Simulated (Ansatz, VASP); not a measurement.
**One calculation of Ge2Sb2Te5, two programs**

Contents of INCAR:

```
PREC = Accurate
ENCUT = 520
EDIFF = 1E-6
ISMEAR = 0
SIGMA = 0.03
LREAL = F
LASPH = T
NELM = 100
ALGO = Fast
ISIF = 2
LWAVE = F
LCHARG = F
GGA = PE
NBANDS = 44
```

KPOINTS

```
regular mesh
0
Gamma
  12 12 2
```

POSCAR

```
Ge2Sb2Te5
1.0
    4.2440990444      0.0000000000      0.0000000000
   -2.1220495222      3.6754975887      0.0000000000
    0.0000000000      0.0000000000     19.7168109307
Ge Sb Te
2 2 5
Direct
    0.0000000000      0.0000000000      0.3314713560
    0.0000000000      0.0000000000      0.6685286440
    0.3333333333      0.6666666667      0.1121550832
    0.6666666667      0.3333333333      0.8878449168
    0.0000000000      0.0000000000      0.0000000000
    0.3333333333      0.6666666667      0.7913602895
    0.6666666667      0.3333333333      0.2086397105
    0.3333333333      0.6666666667      0.4097504733
    0.6666666667      0.3333333333      0.5902495267
```

Input for Ansatz:

```yaml
crystal:
  lattice:
    - [4.2440990444, 0.0, 0.0]
    - [-2.1220495222, 3.6754975887, 0.0]
    - [0.0, 0.0, 19.7168109307]
  atoms:
    - { symbol: Ge, position: [0.0, 0.0, 0.331471356] }
    - { symbol: Ge, position: [0.0, 0.0, 0.668528644] }
    - { symbol: Sb, position: [0.3333333333, 0.6666666667, 0.1121550832] }
    - { symbol: Sb, position: [0.6666666667, 0.3333333333, 0.8878449168] }
    - { symbol: Te, position: [0.0, 0.0, 0.0] }
    - { symbol: Te, position: [0.3333333333, 0.6666666667, 0.7913602895] }
    - { symbol: Te, position: [0.6666666667, 0.3333333333, 0.2086397105] }
    - { symbol: Te, position: [0.3333333333, 0.6666666667, 0.4097504733] }
    - { symbol: Te, position: [0.6666666667, 0.3333333333, 0.5902495267] }
basis:
  ecutwfc: 420
kpoints:
  mp_grid: { grid: [12, 12, 2] }
hamiltonian:
  xc: pbe
  pseudopotentials: { kind: paw, azcp: { folder: soft_1 } }
scf:
  occupations: { method: gaussian, width: 0.03 }
output:
  forces: true
  stress: true
  eigenvalues: true
```

Alike in both runs: task single point; functional PBE; k mesh 12 × 12 × 2; occupations gaussian, width 0.03 eV; no spin polarisation.

```csv
,VASP,Ansatz
version,VASP 6.6.1,Ansatz 0.2.0
potentials or method,"VASP PAW PBE potentials, release 64 (Ge_d, Sb, Te), cutoff 520 eV","scalar-relativistic, plane waves, PAW"
valence electrons in the cell,68,138
```

```tsv
	VASP	Ansatz	Ansatz less VASP
gap on the k mesh at the Fermi level (eV)	none	none	-
pressure (GPa)	-2.9	-2.9	+0.03
traceless stress, the component that is largest in VASP (GPa)	-1.87	-1.88	-0.009
rms of the force components (eV/Å)	0.302	0.307	+0.0051
```

Atom by atom the forces differ by 0.006 eV/Å (rms over components). A gap of «none» marks a metal or a gap that the smearing closes. The functional is the same, so the differences come from potentials, cutoffs and numerics. VASP's potentials hold 68 valence electrons a cell and Ansatz's 138, so a difference there can come from the potentials and not from the codes.

Neither program's run includes spin-orbit coupling.
